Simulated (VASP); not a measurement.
# Pt (P6_3/mmc) in VASP: a series of runs, part 2 of 3

VASP 6.6.1. The steps go on from the part before.

## (3) Single point, r2SCAN, collinear spin (17.26 Å³/atom)

This run uses another cell than the first one, of 17.26 Å³/atom.

POSCAR reads:

```
Pt
1.0
    2.8385645450      0.0000000000      0.0000000000
   -1.4192822725      2.4582690063      0.0000000000
    0.0000000000      0.0000000000      4.9468080423
Pt
2
Direct
    0.3333333333      0.6666666667      0.2500000000
    0.6666666667      0.3333333333      0.7500000000
```

INCAR.step1 reads:

```
SYSTEM = Pt
ALGO = Normal ; EDIFF = 1E-4
ENCUT = 520 ; GGA = PE
ISMEAR = -1 ; ISPIN = 2
LASPH = .TRUE. ; LCHARG = .FALSE.
LMAXMIX = 4 ; LREAL = .FALSE.
LWAVE = .TRUE. ; MAGMOM = 1 1
NBANDS = 21 ; NELM = 150
PREC = Accurate ; SIGMA = 0.05
```

INCAR.step2 reads:

```
SYSTEM = Pt
ALGO = Normal ; EDIFF = 1E-6
ENCUT = 520 ; ISIF = 2
ISMEAR = -1 ; ISPIN = 2
ISTART = 1 ; LASPH = .TRUE.
LCHARG = .TRUE. ; LELF = .TRUE.
LMAXMIX = 4 ; LMIXTAU = .TRUE.
LORBIT = 11 ; LREAL = .FALSE.
LVHAR = .TRUE. ; LWAVE = .FALSE.
MAGMOM = 1 1 ; METAGGA = R2SCAN
NBANDS = 21 ; NELM = 150
PREC = Accurate ; SIGMA = 0.05
```

KPOINTS reads:

```
k-points
0
G
  15 15 8
  0 0 0
```

Potentials or basis: VASP PAW PBE potentials, release 64 (Pt).

Run with:

```console
$ cat potpaw_PBE.64/Pt/POTCAR > POTCAR
$ cp INCAR.step1 INCAR
$ mpirun -np 1 vasp_std > vasp.out
$ cp INCAR.step2 INCAR
$ mpirun -np 1 vasp_std > vasp.out
```

Wall time 11 min (1 thread of Intel Xeon Platinum 8259CL at 2.50GHz (Skylake/Cascade Lake), shared host); peak memory 0.28 GiB.

The run converged. Its results:

```yaml
Free_energy: -102.6173 eV
Pressure: -21.8 GPa
Band_gap_on_the_k_mesh: zero (filled and empty bands overlap)
Net_moment: 0.01 μB per cell
Valence_electrons_inside_the_program's_atomic_spheres: Pt 9.01
```

Stress tensor (GPa, compression positive):
```
-22.82   0.00   0.00
  0.00 -22.82   0.00
  0.00   0.00 -19.67
```

Levels at points of the mesh, in eV from the Fermi level:
Spin up:
```csv
k point,band 8,band 9,band 10,band 11,band 12,band 13
"(0.00, 0.00, 0.00)",-1.62,-1.62,-0.24,-0.24,-0.13,4.32
"(0.00, 0.00, 0.50)",-3.05,-0.75,-0.75,-0.75,-0.75,11.81
```
Spin down:
```
           k point  band 8  band 9  band 10  band 11  band 12  band 13
(0.00, 0.00, 0.00)   -1.62   -1.62    -0.24    -0.24    -0.13     4.33
(0.00, 0.00, 0.50)   -3.05   -0.75    -0.75    -0.75    -0.75    11.81
```

Caveat: the cell stands under tension; the PAW data sets were made with another functional, which shifts forces and pressure a little; spin-orbit coupling is left out, which moves the levels of the heavy elements.

## (4) Single point, r2SCAN, collinear spin (14.79 Å³/atom)

This run uses another cell than the first one, of 14.79 Å³/atom.

POSCAR reads:

```
Pt
1.0
    2.6963929154      0.0000000000      0.0000000000
   -1.3481964577      2.3351447633      0.0000000000
    0.0000000000      0.0000000000      4.6990434593
Pt
2
Direct
    0.3333333333      0.6666666667      0.2500000000
    0.6666666667      0.3333333333      0.7500000000
```

INCAR.step1 reads:

```
SYSTEM = Pt
ALGO     = Normal         ! electronic algorithm
EDIFF    = 1E-4           ! SCF threshold, eV
ENCUT    = 520            ! plane-wave cutoff, eV
GGA      = PE             ! functional
ISMEAR   = -1             ! smearing method
ISPIN    = 2              ! spin polarisation
LASPH    = .TRUE.         ! aspherical terms in the spheres
LCHARG   = .FALSE.        ! write CHGCAR
LMAXMIX  = 4              ! l up to which the mixer works
LREAL    = .FALSE.        ! projectors in reciprocal space
LWAVE    = .TRUE.         ! write WAVECAR
MAGMOM   = 1 1            ! initial moments
NBANDS   = 21             ! bands
NELM     = 150            ! most SCF steps
PREC     = Accurate       ! precision mode
SIGMA    = 0.05           ! smearing width, eV
```

INCAR.step2 reads:

```
SYSTEM = Pt
ALGO     = Normal         ! electronic algorithm
EDIFF    = 1E-6           ! SCF threshold, eV
ENCUT    = 520            ! plane-wave cutoff, eV
ISIF     = 2              ! what is computed and relaxed
ISMEAR   = -1             ! smearing method
ISPIN    = 2              ! spin polarisation
ISTART   = 1            
LASPH    = .TRUE.         ! aspherical terms in the spheres
LCHARG   = .FALSE.        ! write CHGCAR
LMAXMIX  = 4              ! l up to which the mixer works
LMIXTAU  = .TRUE.       
LORBIT   = 11             ! projections on sites
LREAL    = .FALSE.        ! projectors in reciprocal space
LWAVE    = .FALSE.        ! write WAVECAR
MAGMOM   = 1 1            ! initial moments
METAGGA  = R2SCAN         ! meta-GGA
NBANDS   = 21             ! bands
NELM     = 150            ! most SCF steps
PREC     = Accurate       ! precision mode
SIGMA    = 0.05           ! smearing width, eV
```

KPOINTS is that of step 3.

Potentials or basis: VASP PAW PBE potentials, release 64 (Pt).

Run with:

```console
$ cat potpaw_PBE.64/Pt/POTCAR > POTCAR
$ cp INCAR.step1 INCAR
$ mpirun -np 1 vasp_std > vasp.out
$ cp INCAR.step2 INCAR
$ mpirun -np 1 vasp_std > vasp.out
```

OUTCAR:

```text
SYSTEM = Pt
   EDIFF = 1E-6
   ENCUT = 520
   ISIF = 2
   ISMEAR = -1
   ISPIN = 2
   ISTART = 1
   LASPH = .TRUE.
   LORBIT = 11
   LREAL = .FALSE.
   METAGGA = R2SCAN
   NELM = 150
   PREC = Accurate

 ion  position               nearest neighbor table
   1  0.333  0.667  0.250-   2 2.82   2 2.82   2 2.82   2 2.82   2 2.82   2 2.82
   2  0.667  0.333  0.750-   1 2.82   1 2.82   1 2.82   1 2.82   1 2.82   1 2.82

  LATTYP: Found a hexagonal cell.
 ALAT       =     2.6963929154
 C/A-ratio  =     1.7427146587

  Lattice vectors:

 A1 = (   2.6963929154,   0.0000000000,   0.0000000000)
 A2 = (  -1.3481964577,   2.3351447633,   0.0000000000)
 A3 = (   0.0000000000,   0.0000000000,   4.6990434593)

Analysis of symmetry for initial positions (statically):
=====================================================================
 Subroutine PRICEL returns:
 Original cell was already a primitive cell.

 Routine SETGRP: Setting up the symmetry group for a
 hexagonal supercell.

 Subroutine GETGRP returns: Found 24 space group operations
 (whereof 12 operations were pure point group operations)
 out of a pool of 24 trial point group operations.

The static configuration has the point symmetry D_3d.
 The point group associated with its full space group is D_6h.

Analysis of symmetry for dynamics (positions and initial velocities):
=====================================================================
 Subroutine PRICEL returns:
 Original cell was already a primitive cell.

 Routine SETGRP: Setting up the symmetry group for a
 hexagonal supercell.

 Subroutine GETGRP returns: Found 24 space group operations
 (whereof 12 operations were pure point group operations)
 out of a pool of 24 trial point group operations.

The dynamic configuration has the point symmetry D_3d.
 The point group associated with its full space group is D_6h.

Analysis of structural, dynamic, and magnetic symmetry:
=====================================================================
 Subroutine PRICEL returns:
 Original cell was already a primitive cell.

 Routine SETGRP: Setting up the symmetry group for a
 hexagonal supercell.

 Subroutine GETGRP returns: Found 24 space group operations
 (whereof 12 operations were pure point group operations)
 out of a pool of 24 trial point group operations.

The overall configuration has the point symmetry D_3d.
 The point group associated with its full space group is D_6h.

 Subroutine INISYM returns: Found 24 space group operations
 (whereof 12 operations are pure point group operations),
 and found     1 'primitive' translations

----------------------------------------------------------------------------------------

                                     Primitive cell

  volume of cell :      29.5874

  direct lattice vectors                    reciprocal lattice vectors
     2.696392915  0.000000000  0.000000000     0.370865831  0.214119488  0.000000000
    -1.348196458  2.335144763  0.000000000     0.000000000  0.428238975  0.000000000
     0.000000000  0.000000000  4.699043459     0.000000000  0.000000000  0.212809268

  length of vectors
     2.696392915  2.696392915  4.699043459     0.428238975  0.428238975  0.212809268

  position of ions in fractional coordinates (direct lattice)
     0.333333333  0.666666667  0.250000000
     0.666666667  0.333333333  0.750000000

  ion indices of the primitive-cell ions
   primitive index   ion index
                 1           1
                 2           2

[... 63 lines left out ...]
   ISTART =      1    job   : 0-new  1-cont  2-samecut
   ICHARG =      0    charge: 1-file 2-atom 10-const
   ISPIN  =      2    spin polarized calculation?
   LNONCOLLINEAR =      F non collinear calculations
   LSORBIT =      F    spin-orbit coupling
   LASPH  =      T    aspherical Exc in radial PAW
   ENCUT  =  520.0 eV  38.22 Ry    6.18 a.u.   5.01  5.01  8.74*2*pi/ulx,y,z
   NELM   =    150;   NELMIN=  2; NELMDL=  0     # of ELM steps
   EDIFF  = 0.1E-05   stopping-criterion for ELM
   LREAL  =      F    real-space projection
   EDIFFG = 0.1E-04   stopping-criterion for IOM
   NSW    =      0    number of steps for IOM
   IBRION =     -1    ionic relax: 0-MD 1-quasi-New 2-CG
   NFREE  =      0    steps in history (QN), initial steepest desc. (CG)
   ISIF   =      2    stress and relaxation
   ISYM   =      2    0-nonsym 1-usesym 2-fastsym
   POTIM  = 0.5000    time-step for ionic-motion
   TEBEG  =    0.0;   TEEND  =   0.0 temperature during run
   PSTRESS=    0.0 pullay stress
   NELECT =      20.0000    total number of electrons
   NUPDOWN=      -1.0000    fix difference up-down
   EMIN   =  10.00;   EMAX   =-10.00  energy-range for DOS
   EFERMI =   0.00;   METHOD = LEGACY
   ISMEAR =    -1;   SIGMA  =   0.05  broadening in eV -4-tet -1-fermi 0-gaus
   EFERMI_NEDOS =   21; number of points for ismear=-14 and -15
   IALGO  =     38    algorithm
   IMIX   =      4    mixing-type and parameters
     AMIX     =   0.40;   BMIX     =  1.00
     AMIX_MAG =   1.60;   BMIX_MAG =  1.00
  volume/ion in A,a.u.               =      14.79        99.83
  Fermi-wavevector in a.u.,A,eV,Ry     =   1.436755  2.715073 28.086025  2.064265
  Thomas-Fermi vector in A             =   2.555908
   LORBIT       =     11    0 simple, 1 ext, 2 COOP (PROOUT), +10 PAW based schemes
   METAGGA = R2SCAN    functional components
   LHFCALC =     F    Hartree Fock is set to
   AEXX    =    0.0000 exact exchange contribution
   IVDW    =     0    specifies the selected vdW correction
   LEPSILON=     F    determine dielectric tensor
   LRPA    =     F    only Hartree local field effects (RPA)
 spin polarized calculation
  energy-cutoff  :      520.00
  volume of cell :       29.59
 maximum number of plane-waves:       825
 NGX is ok and might be reduce to    20
   NGX =  9   NGY =  9   NGZ = 17

 number of electron      20.0000003 magnetization      -0.0008420

 Free energy of the ion-electron system (eV)
  ---------------------------------------------------
  ext. energy  EPLUGINS =         0.00000000
  ---------------------------------------------------
  free energy    TOTEN  =      -102.84020441 eV

  energy without entropy =     -102.81493552  energy(sigma->0) =     -102.82756997

 E-fermi :  11.3524     XC(G=0): -14.7600

 val. band max:       11.3348643002   @ k =   0.3333   0.2000   0.0000
 cond. band min:      11.3536678742   @ k =   0.3333   0.1333   0.0000
 fundamental gap:      0.0188035740
 Fermi energy:        11.3524046920

 spin component 1

 k-point     1 :       0.0000    0.0000    0.0000
  band No.  band energies     occupation
      1       0.6669      1.00000
      2       3.3723      1.00000
      3       6.8257      1.00000
      4       7.4261      1.00000
      5       7.4261      1.00000
      6       7.8380      1.00000
[... 565 lines left out ...]
     20      36.3718      0.00000
     21      38.0226      0.00000

 [... further k-points ...]

 spin component 2

 k-point     1 :       0.0000    0.0000    0.0000
  band No.  band energies     occupation
      1       0.6669      1.00000
      2       3.3721      1.00000
      3       6.8252      1.00000
      4       7.4258      1.00000
      5       7.4258      1.00000
      6       7.8377      1.00000
[... 565 lines left out ...]
     20      36.3717      0.00000
     21      38.0226      0.00000

 [... further k-points ...]
[... 5 lines left out ...]
  --------------------------------------------------------------------------------------
  -------------------------------------------------------------------------------------
  Total        2.5737097      2.5737097      2.1556252     -0.0000000      0.0000000      0.0000000
  in kB      139.3682019    139.3682019    116.7286305     -0.0000000      0.0000000      0.0000000
  external PRESSURE =     131.8216781 kB  Pullay stress =       0.0000000 kB

 VOLUME and BASIS-vectors are now :
 -----------------------------------------------------------------------------
  energy-cutoff  :      520.00
  volume of cell :       29.59
      direct lattice vectors                 reciprocal lattice vectors
     2.696392915  0.000000000  0.000000000     0.370865831  0.214119488  0.000000000
    -1.348196458  2.335144763  0.000000000     0.000000000  0.428238975  0.000000000
     0.000000000  0.000000000  4.699043459     0.000000000  0.000000000  0.212809268

 POSITION                                       TOTAL-FORCE (eV/Angst)
 -----------------------------------------------------------------------------------
     -0.00000      1.55676      1.17476        -0.000000      0.000000      0.000000
      1.34820      0.77838      3.52428         0.000000      0.000000      0.000000
 -----------------------------------------------------------------------------------
    total drift:                               -0.000000      0.000000     -0.000000

  FREE ENERGIE OF THE ION-ELECTRON SYSTEM (eV)
  ---------------------------------------------------
  free  energy   TOTEN  =      -102.8402044090 eV

  energy  without entropy=     -102.8149355225  energy(sigma->0) =     -102.82756997

 total charge

# of ion       s       p       d       tot
------------------------------------------
    1        0.652   0.626   8.085   9.363
    2        0.652   0.626   8.085   9.363
--------------------------------------------------
tot          1.304   1.251  16.171  18.726

 magnetization (x)

# of ion       s       p       d       tot
------------------------------------------
    1       -0.000   0.000  -0.000  -0.000
    2       -0.000   0.000  -0.000  -0.000
--------------------------------------------------
tot         -0.000   0.000  -0.001  -0.001
```

Wall time 4.7 min (1 thread of Intel Xeon Platinum 8488C (Sapphire Rapids), shared host); peak memory 0.24 GiB.

What came out:

* Free energy: -102.8402 eV
* Pressure: 13.2 GPa
* Band gap on the k mesh: zero (filled and empty bands overlap)
* Net moment: 0.00 μB per cell
* Valence electrons inside the program's atomic spheres: Pt 9.36

Caveat: the cell stands under pressure; the PAW data sets were made with another functional, which shifts forces and pressure a little; spin-orbit coupling is left out, which moves the levels of the heavy elements.

[end of part 2 of 3]
